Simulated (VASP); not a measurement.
# AlN (P6_3mc) in VASP: a series of runs

The runs below take AlN through single point, relaxation of cell and atoms, with r2SCAN.

All numbers are computed with VASP 6.6.1; they aren't measurements. Logs are shortened: lines on timing, memory, paths and dates and some standing lists are left out, and cuts for length are marked.

### Step 1. The cell of the first run

Symmetry: P6_3mc, No. 186, hexagonal system. The conventional cell has a = 3.107 Å, b = 3.107 Å, c = 4.979 Å, α = 90.00°, β = 90.00°, γ = 120.00°. Within 2.5 Å of Al (site symmetry 3m) lie 4 N at 1.89 to 1.90 Å. Within 2.5 Å of N (site symmetry 3m) lie 4 Al at 1.89 to 1.90 Å.

### Step 2. Single point, r2SCAN

Input file POSCAR:

```
AlN
1.0
    3.1066950755      0.0000000000      0.0000000000
   -1.5533475378      2.6904768572      0.0000000000
    0.0000000000      0.0000000000      4.9785798745
Al N
2 2
Direct
    0.3333333333      0.6666666667      0.0002039451
    0.6666666667      0.3333333333      0.5002039451
    0.3333333333      0.6666666667      0.3817960549
    0.6666666667      0.3333333333      0.8817960549
```

Input file INCAR.step1:

```
SYSTEM = AlN
PREC     = Accurate       ! precision mode
ENCUT    = 520            ! plane-wave cutoff, eV
ISMEAR   = 0              ! smearing method
SIGMA    = 0.02           ! smearing width, eV
LREAL    = .FALSE.        ! projectors in reciprocal space
LASPH    = .TRUE.         ! aspherical terms in the spheres
NELM     = 80             ! most SCF steps
NBANDS   = 16             ! bands
GGA      = PE             ! functional
ALGO     = Normal         ! electronic algorithm
EDIFF    = 1E-4           ! SCF threshold, eV
LWAVE    = .TRUE.         ! write WAVECAR
LCHARG   = .FALSE.        ! write CHGCAR
```

Input file INCAR.step2:

```
SYSTEM = AlN
PREC     = Accurate       ! precision mode
ENCUT    = 520            ! plane-wave cutoff, eV
EDIFF    = 1E-6           ! SCF threshold, eV
ISMEAR   = 0              ! smearing method
SIGMA    = 0.02           ! smearing width, eV
LREAL    = .FALSE.        ! projectors in reciprocal space
LASPH    = .TRUE.         ! aspherical terms in the spheres
NELM     = 80             ! most SCF steps
ALGO     = Normal         ! electronic algorithm
ISIF     = 2              ! what is computed and relaxed
LWAVE    = .FALSE.        ! write WAVECAR
LCHARG   = .FALSE.        ! write CHGCAR
METAGGA  = R2SCAN         ! meta-GGA
LMIXTAU  = .TRUE.       
NBANDS   = 16             ! bands
ISTART   = 1
```

Input file KPOINTS:

```
regular mesh
0
G
  9 9 6
  0 0 0
```

Potentials or basis: VASP PAW PBE potentials, release 64 (Al, N).

The run is started by

```
$ cat potpaw_PBE.64/Al/POTCAR potpaw_PBE.64/N/POTCAR > POTCAR
$ cp INCAR.step1 INCAR
$ mpirun -np 1 vasp_std > vasp.out
$ cp INCAR.step2 INCAR
$ mpirun -np 1 vasp_std > vasp.out
```

OUTCAR:

```text
SYSTEM = AlN
   PREC = Accurate
   ENCUT = 520
   EDIFF = 1E-6
   ISMEAR = 0
   LREAL = .FALSE.
   LASPH = .TRUE.
   NELM = 80
   ISIF = 2
   METAGGA = R2SCAN
   ISTART = 1

 ion  position               nearest neighbor table
   1  0.333  0.667  0.000-   4 1.89   4 1.89   4 1.89   3 1.90   2 3.07   2 3.07   2 3.07   2 3.07
                             2 3.07   2 3.07
   2  0.667  0.333  0.500-   3 1.89   3 1.89   3 1.89   4 1.90   1 3.07   1 3.07   1 3.07   1 3.07
                             1 3.07   1 3.07
   3  0.333  0.667  0.382-   2 1.89   2 1.89   2 1.89   1 1.90
   4  0.667  0.333  0.882-   1 1.89   1 1.89   1 1.89   2 1.90

  LATTYP: Found a hexagonal cell.
 ALAT       =     3.1066950755
 C/A-ratio  =     1.6025325156

  Lattice vectors:

 A1 = (   3.1066950755,   0.0000000000,   0.0000000000)
 A2 = (  -1.5533475378,   2.6904768572,   0.0000000000)
 A3 = (   0.0000000000,   0.0000000000,   4.9785798745)

Analysis of symmetry for initial positions (statically):
=====================================================================
 Subroutine PRICEL returns:
 Original cell was already a primitive cell.

 Routine SETGRP: Setting up the symmetry group for a
 hexagonal supercell.

 Subroutine GETGRP returns: Found 12 space group operations
 (whereof  6 operations were pure point group operations)
 out of a pool of 24 trial point group operations.

The static configuration has the point symmetry C_3v.
 The point group associated with its full space group is C_6v.

Analysis of symmetry for dynamics (positions and initial velocities):
=====================================================================
 Subroutine PRICEL returns:
 Original cell was already a primitive cell.

 Routine SETGRP: Setting up the symmetry group for a
 hexagonal supercell.

 Subroutine GETGRP returns: Found 12 space group operations
 (whereof  6 operations were pure point group operations)
 out of a pool of 24 trial point group operations.

The dynamic configuration has the point symmetry C_3v.
 The point group associated with its full space group is C_6v.

 Subroutine INISYM returns: Found 12 space group operations
 (whereof  6 operations are pure point group operations),
 and found     1 'primitive' translations

----------------------------------------------------------------------------------------

                                     Primitive cell

  volume of cell :      41.6134

  direct lattice vectors                    reciprocal lattice vectors
     3.106695075  0.000000000  0.000000000     0.321885469  0.185840662  0.000000000
    -1.553347538  2.690476857  0.000000000     0.000000000  0.371681324  0.000000000
     0.000000000  0.000000000  4.978579875     0.000000000  0.000000000  0.200860491

  length of vectors
     3.106695075  3.106695076  4.978579875     0.371681324  0.371681324  0.200860491

  position of ions in fractional coordinates (direct lattice)
     0.333333333  0.666666667  0.000203945
     0.666666667  0.333333333  0.500203945
     0.333333333  0.666666667  0.381796055
     0.666666667  0.333333333  0.881796055

  ion indices of the primitive-cell ions
   primitive index   ion index
                 1           1
                 2           2
                 3           3
                 4           4

----------------------------------------------------------------------------------------

 KPOINTS: regular mesh

Automatic generation of k-mesh.
 Grid dimensions read from file:
 generate k-points for:    9    9    6

 Generating k-lattice:

  Cartesian coordinates                     Fractional coordinates (reciprocal lattice)
     0.035765052  0.020648962  0.000000000     0.111111111 -0.000000000  0.000000000
     0.000000000  0.041297925  0.000000000     0.000000000  0.111111111  0.000000000
     0.000000000  0.000000000  0.033476749     0.000000000  0.000000000  0.166666667

  Length of vectors
     0.041297925  0.041297925  0.033476749

  Shift w.r.t. Gamma in fractional coordinates (k-lattice)
     0.000000000  0.000000000  0.000000000

 Subroutine IBZKPT returns following result:
 ===========================================

 Found     48 irreducible k-points:

 Following reciprocal coordinates:
            Coordinates               Weight
  0.000000  0.000000  0.000000      1.000000
  0.111111  0.000000  0.000000      6.000000
  0.222222 -0.000000  0.000000      6.000000
  0.333333 -0.000000  0.000000      6.000000
  0.444444 -0.000000  0.000000      6.000000
  0.111111  0.111111  0.000000      6.000000
[... 16 lines left out ...]
  0.333333  0.222222  0.166667     24.000000
  0.333333  0.333333  0.166667      4.000000
 [... further k-points ...]
   k-points           NKPTS =     48   k-points in BZ     NKDIM =     48   number of bands    NBANDS=     16
   number of dos      NEDOS =    301   number of ions     NIONS =      4
   total plane-waves  NPLWV =  23040
   dimension x,y,z NGX =    24 NGY =   24 NGZ =   40
   dimension x,y,z NGXF=    48 NGYF=   48 NGZF=   80
   ions per type =               2   2
   NGX,Y,Z   is equivalent  to a cutoff of  12.84, 12.84, 13.36 a.u.
   NGXF,Y,Z  is equivalent  to a cutoff of  25.69, 25.69, 26.71 a.u.
 SYSTEM =  AlN
   PREC   = accura    normal or accurate (medium, high low for compatibility)
   ISTART =      1    job   : 0-new  1-cont  2-samecut
   ICHARG =      0    charge: 1-file 2-atom 10-const
   ISPIN  =      1    spin polarized calculation?
   LNONCOLLINEAR =      F non collinear calculations
   LSORBIT =      F    spin-orbit coupling
   LASPH  =      T    aspherical Exc in radial PAW
   ENCUT  =  520.0 eV  38.22 Ry    6.18 a.u.   5.78  5.78  9.26*2*pi/ulx,y,z
   NELM   =     80;   NELMIN=  2; NELMDL=  0     # of ELM steps
   EDIFF  = 0.1E-05   stopping-criterion for ELM
   LREAL  =      F    real-space projection
   EDIFFG = 0.1E-04   stopping-criterion for IOM
   NSW    =      0    number of steps for IOM
   IBRION =     -1    ionic relax: 0-MD 1-quasi-New 2-CG
   NFREE  =      0    steps in history (QN), initial steepest desc. (CG)
   ISIF   =      2    stress and relaxation
   ISYM   =      2    0-nonsym 1-usesym 2-fastsym
   POTIM  = 0.5000    time-step for ionic-motion
   TEBEG  =    0.0;   TEEND  =   0.0 temperature during run
   PSTRESS=    0.0 pullay stress
   NELECT =      16.0000    total number of electrons
   NUPDOWN=      -1.0000    fix difference up-down
   EMIN   =  10.00;   EMAX   =-10.00  energy-range for DOS
   EFERMI =   0.00;   METHOD = LEGACY
   ISMEAR =     0;   SIGMA  =   0.02  broadening in eV -4-tet -1-fermi 0-gaus
   EFERMI_NEDOS =   21; number of points for ismear=-14 and -15
   IALGO  =     38    algorithm
   IMIX   =      4    mixing-type and parameters
     AMIX     =   0.40;   BMIX     =  1.00
     AMIX_MAG =   1.60;   BMIX_MAG =  1.00
  volume/ion in A,a.u.               =      10.40        70.21
  Fermi-wavevector in a.u.,A,eV,Ry     =   1.190430  2.249586 19.281123  1.417123
  Thomas-Fermi vector in A             =   2.326514
   LORBIT       =      0    0 simple, 1 ext, 2 COOP (PROOUT), +10 PAW based schemes
   METAGGA = R2SCAN    functional components
   LHFCALC =     F    Hartree Fock is set to
   AEXX    =    0.0000 exact exchange contribution
   IVDW    =     0    specifies the selected vdW correction
   LEPSILON=     F    determine dielectric tensor
   LRPA    =     F    only Hartree local field effects (RPA)
 non-spin polarized calculation
 Gauss-broadening in eV      SIGMA  =   0.02
  energy-cutoff  :      520.00
  volume of cell :       41.61
 maximum number of plane-waves:      1152
 NGX is ok and might be reduce to    24
   NGX = 11   NGY = 11   NGZ = 19

 number of electron      15.9999996 magnetization

 Free energy of the ion-electron system (eV)
  ---------------------------------------------------
  ext. energy  EPLUGINS =         0.00000000
  ---------------------------------------------------
  free energy    TOTEN  =       -38.45632048 eV

  energy without entropy =      -38.45632048  energy(sigma->0) =      -38.45632048

 E-fermi :   6.0087     XC(G=0): -11.4167

 val. band max:        5.9175970518   @ k =   0.0000   0.0000   0.0000
 cond. band min:      10.8381636788   @ k =   0.0000   0.0000   0.0000
 fundamental gap:      4.9205666269
 Fermi energy:         6.0086999004

 k-point     1 :       0.0000    0.0000    0.0000
  band No.  band energies     occupation
      1     -10.0625      2.00000
      2      -7.9407      2.00000
      3      -0.1515      2.00000
      4       5.0336      2.00000
      5       5.0336      2.00000
      6       5.6944      2.00000
[... 8 lines left out ...]
     15      20.0418      0.00000
     16      20.0418      0.00000

 k-point     2 :       0.1111    0.0000    0.0000
  band No.  band energies     occupation
      1      -9.9048      2.00000
      2      -7.8533      2.00000
      3       0.0394      2.00000
      4       4.3333      2.00000
      5       4.8326      2.00000
      6       5.0266      2.00000
[... 8 lines left out ...]
     15      19.8901      0.00000
     16      20.0111      0.00000

 k-point     3 :       0.2222   -0.0000    0.0000
  band No.  band energies     occupation
      1      -9.4587      2.00000
      2      -7.6354      2.00000
      3       0.5928      2.00000
      4       2.8217      2.00000
      5       3.7548      2.00000
      6       4.4186      2.00000
[... 8 lines left out ...]
     15      19.1233      0.00000
     16      19.8002      0.00000
[... 362 lines left out ...]
 k-point    23 :       0.3333    0.2222    0.1667
  band No.  band energies     occupation
      1      -7.9125      2.00000
      2      -7.4297      2.00000
      3       0.8595      2.00000
      4       1.5608      2.00000
      5       2.3837      2.00000
      6       3.4008      2.00000
[... 8 lines left out ...]
     15      19.7142      0.00000
     16      21.8947      0.00000

 k-point    24 :       0.3333    0.3333    0.1667
  band No.  band energies     occupation
      1      -7.5794      2.00000
      2      -7.5794      2.00000
      3       1.1459      2.00000
      4       1.7226      2.00000
      5       1.7226      2.00000
      6       3.1646      2.00000
[... 8 lines left out ...]
     15      19.9751      0.00000
     16      22.1765      0.00000

 [... further k-points ...]

------------------------ aborting loop because EDIFF is reached ----------------------------------------

  FORCE on cell =-STRESS in cart. coord.  units (eV):
  Direction    XX          YY          ZZ          XY          YZ          ZX
  --------------------------------------------------------------------------------------
  -------------------------------------------------------------------------------------
  Total       -0.1038449     -0.1038449     -0.0978182      0.0000000      0.0000000     -0.0000000
  in kB       -3.9981822     -3.9981822     -3.7661445      0.0000000      0.0000000     -0.0000000
  external PRESSURE =      -3.9208363 kB  Pullay stress =       0.0000000 kB

 VOLUME and BASIS-vectors are now :
 -----------------------------------------------------------------------------
  energy-cutoff  :      520.00
  volume of cell :       41.61
      direct lattice vectors                 reciprocal lattice vectors
     3.106695075  0.000000000  0.000000000     0.321885469  0.185840662  0.000000000
    -1.553347538  2.690476857  0.000000000     0.000000000  0.371681324  0.000000000
     0.000000000  0.000000000  4.978579875     0.000000000  0.000000000  0.200860491

 POSITION                                       TOTAL-FORCE (eV/Angst)
 -----------------------------------------------------------------------------------
     -0.00000      1.79365      0.00102         0.000000      0.000000     -0.002615
      1.55335      0.89683      2.49031        -0.000000     -0.000000     -0.002615
     -0.00000      1.79365      1.90080        -0.000000      0.000000      0.002615
      1.55335      0.89683      4.39009        -0.000000      0.000000      0.002615
 -----------------------------------------------------------------------------------
    total drift:                               -0.000000     -0.000000     -0.018947

  FREE ENERGIE OF THE ION-ELECTRON SYSTEM (eV)
  ---------------------------------------------------
  free  energy   TOTEN  =       -38.4563204806 eV

  energy  without entropy=      -38.4563204806  energy(sigma->0) =      -38.45632048
```

It took 1.7 min on 1 thread of Intel Xeon Platinum 8488C (Sapphire Rapids), shared host; peak memory 0.17 GiB.

What came out:

```
Free energy            : -38.4563 eV
Pressure               : -0.4 GPa
Band gap on the k mesh : 4.92 eV, direct
```

Forces in eV/Å, atoms in the order of the input:
```
Al   0.000  0.000 -0.003
Al   0.000  0.000 -0.003
N    0.000  0.000  0.003
N    0.000  0.000  0.003
```

Caveat: the PAW data sets were made with another functional, which shifts forces and pressure a little. A k mesh can miss the band edges.

### Step 3. Relaxation of cell and atoms, r2SCAN

This run uses another cell than the first one, of 10.65 Å³/atom, 1.023 times its volume.

Input file POSCAR:

```
AlN
1.0
    3.1302279165      0.0000000000      0.0000000000
   -1.5651139583      2.7108568953      0.0000000000
    0.0000000000      0.0000000000      5.0181059732
Al N
2 2
Direct
    0.3333333333      0.6666666667      0.0002300922
    0.6666666667      0.3333333333      0.5002300922
    0.3333333333      0.6666666667      0.3817699078
    0.6666666667      0.3333333333      0.8817699078
```

Changes to INCAR.step1 since step 2:

```diff
@@ -2,3 +2,3 @@
 PREC     = Accurate       ! precision mode
-ENCUT    = 520            ! plane-wave cutoff, eV
+ENCUT    = 600            ! plane-wave cutoff, eV
 ISMEAR   = 0              ! smearing method
@@ -7,4 +7,3 @@
 LASPH    = .TRUE.         ! aspherical terms in the spheres
-NELM     = 80             ! most SCF steps
-NBANDS   = 16             ! bands
+NELM     = 60             ! most SCF steps
 GGA      = PE             ! functional
```

Input file INCAR.step2:

```
SYSTEM = AlN
PREC     = Accurate       ! precision mode
ENCUT    = 600            ! plane-wave cutoff, eV
EDIFF    = 1E-6           ! SCF threshold, eV
ISMEAR   = 0              ! smearing method
SIGMA    = 0.02           ! smearing width, eV
LREAL    = .FALSE.        ! projectors in reciprocal space
LASPH    = .TRUE.         ! aspherical terms in the spheres
NELM     = 60             ! most SCF steps
ALGO     = Normal         ! electronic algorithm
ISIF     = 3              ! what is computed and relaxed
LWAVE    = .FALSE.        ! write WAVECAR
LCHARG   = .FALSE.        ! write CHGCAR
METAGGA  = R2SCAN         ! meta-GGA
LMIXTAU  = .TRUE.       
IBRION   = 2              ! ionic algorithm
NSW      = 70             ! ionic steps
EDIFFG   = -0.005         ! ionic threshold
ISTART   = 1
```

KPOINTS is that of step 2.

Potentials or basis: VASP PAW PBE potentials, release 64 (Al, N).

The run is started by

```
$ cat potpaw_PBE.64/Al/POTCAR potpaw_PBE.64/N/POTCAR > POTCAR
$ cp INCAR.step1 INCAR
$ mpirun -np 1 vasp_std > vasp.out
$ cp INCAR.step2 INCAR
$ mpirun -np 1 vasp_std > vasp.out
```

Run time: 7.1 min. Hardware: 1 thread of Intel Xeon Platinum 8488C (Sapphire Rapids), shared host; peak memory 0.19 GiB.

The run converged. Its results:

- Free energy: -38.4562 eV
- Relaxed volume: 10.39 Å³/atom
- Relaxed cell: a = 3.105 Å, b = 3.105 Å, c = 4.976 Å, α = 90.00°, β = 90.00°, γ = 120.00°
- Space group after relaxing (to 0.05 Å): P6_3mc (No. 186)
- Energy gained by relaxing: 4.0 meV/atom
- Ionic steps: 7
- Pressure after relaxing: 0.0 GPa
- Band gap on the k mesh: 4.93 eV, direct

Step by step:
| step | energy change (eV) | largest force (eV/Å) | pressure (GPa) | volume (Å³) |
| --- | --- | --- | --- | --- |
| 1 | 0.0000 | 0.0073 | -4.96 | 42.58 |
| 2 | -0.0002 | 0.0113 | 5.26 | 40.58 |
| 3 | -0.0161 | 0.0021 | -0.08 | 41.57 |
| 4 | -0.0161 | 0.0023 | 0.03 | 41.55 |
| 5 | -0.0161 | 0.0076 | 0.03 | 41.54 |
| 6 | -0.0161 | 0.0077 | 0.03 | 41.54 |
| 7 | -0.0162 | 0.0002 | -0.02 | 41.55 |

Final structure:
```
Al N
1.0
     3.10531    0.00000    0.00000
    -1.55265    2.68927    0.00000
     0.00000    0.00000    4.97590
Al N
2 2
Cartesian
  0.0000 1.7928 0.0009
  1.5527 0.8964 2.4888
  0.0000 1.7928 1.8999
  1.5527 0.8964 4.3879
```

Levels at points of the mesh, in eV from the valence-band top:
| k point | band 5 | band 6 | band 7 | band 8 | band 9 | band 10 | band 11 | band 12 |
| --- | --- | --- | --- | --- | --- | --- | --- | --- |
| (0.00, 0.00, 0.00) | -0.89 | -0.23 | -0.23 | 0.00 | 4.93 | 7.55 | 11.63 | 12.05 |
| (0.00, 0.00, 0.50) | -0.57 | -0.57 | -0.57 | -0.57 | 7.27 | 7.27 | 11.33 | 11.33 |

Caveat: the PAW data sets were made with another functional, which shifts forces and pressure a little.
